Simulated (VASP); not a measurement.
Write the native input for VASP 6.6.1 that does the following.

| Item | Value |
| --- | --- |
| Task | single point |
| Functional | r2SCAN |
| Potentials or basis | VASP PAW PBE potentials, release 64 (Ga_d, Lu, N) |
| Cutoff | 520 eV |
| k mesh | 8 × 8 × 8 |
| Occupations | fermi-dirac, width 0.02 eV |
| Spin | no spin polarisation |
| Dipole correction | no |
| Further INCAR settings | ALGO = Normal; EDIFF = 1e-07; NBANDS = 32 |

Crystal: LuGaN2.

```
Ga Lu N
1.0
     1.60905    0.92899    5.06700
    -1.60905    0.92899    5.06700
     0.00000   -1.85797    5.06700
Ga Lu N
1 1 2
Direct
  0.00000 0.00000 0.00000
  0.50000 0.50000 0.50000
  0.25638 0.25638 0.25638
  0.74362 0.74362 0.74362
```

One way to write it, as run:

POSCAR

```
LuGaN2
1.0
    1.6090533074      0.9289873602      5.0670005234
   -1.6090533074      0.9289873602      5.0670005234
    0.0000000000     -1.8579747204      5.0670005234
Ga Lu N
1 1 2
Direct
    1.0000000000      0.0000000000      0.0000000000
    0.5000000000      0.5000000000      0.5000000000
    0.2563826318      0.2563826318      0.2563826318
    0.7436173682      0.7436173682      0.7436173682
```

INCAR.step1

```
PREC     = Accurate       # precision mode
ENCUT    = 520            # plane-wave cutoff, eV
ISMEAR   = -1             # smearing method
SIGMA    = 0.02           # smearing width, eV
LREAL    = False          # projectors in reciprocal space
LASPH    = True           # aspherical terms in the spheres
NELM     = 60             # most SCF steps
NBANDS   = 32             # bands
GGA      = PE             # functional
ALGO     = Normal         # electronic algorithm
EDIFF    = 1E-4           # SCF threshold, eV
LWAVE    = True           # write WAVECAR
LCHARG   = False          # write CHGCAR
```

INCAR.step2

```
PREC     = Accurate       # precision mode
ENCUT    = 520            # plane-wave cutoff, eV
EDIFF    = 1E-7           # SCF threshold, eV
ISMEAR   = -1             # smearing method
SIGMA    = 0.02           # smearing width, eV
LREAL    = False          # projectors in reciprocal space
LASPH    = True           # aspherical terms in the spheres
NELM     = 60             # most SCF steps
ALGO     = Normal         # electronic algorithm
ISIF     = 2              # what is computed and relaxed
LWAVE    = False          # write WAVECAR
LCHARG   = True           # write CHGCAR
METAGGA  = R2SCAN         # meta-GGA
LMIXTAU  = True         
LELF     = True           # ELF
LVHAR    = True         
NBANDS   = 32             # bands
ISTART   = 1
```

KPOINTS

```
Automatic mesh
0
Gamma
  8 8 8
```

Potentials or basis: VASP PAW PBE potentials, release 64 (Ga_d, Lu, N).

The run is started by

```console
$ cat potpaw_PBE.64/Ga_d/POTCAR potpaw_PBE.64/Lu/POTCAR potpaw_PBE.64/N/POTCAR > POTCAR
$ cp INCAR.step1 INCAR
$ mpirun -np 1 vasp_std > vasp.out
$ cp INCAR.step2 INCAR
$ mpirun -np 1 vasp_std > vasp.out
```

It gave:

* Pressure: 1.3 GPa
* Largest force: 0.067 eV/Å
* Band gap on the k mesh: 1.93 eV (least direct gap 2.31 eV)

Caveat: the PAW data sets were made with another functional, which shifts forces and pressure a little; spin-orbit coupling is left out, which moves the levels of the heavy elements.

It took 21 min on 1 thread of Oxide Virtual Turin-like Processor (shared host), peak memory 0.31 GiB.
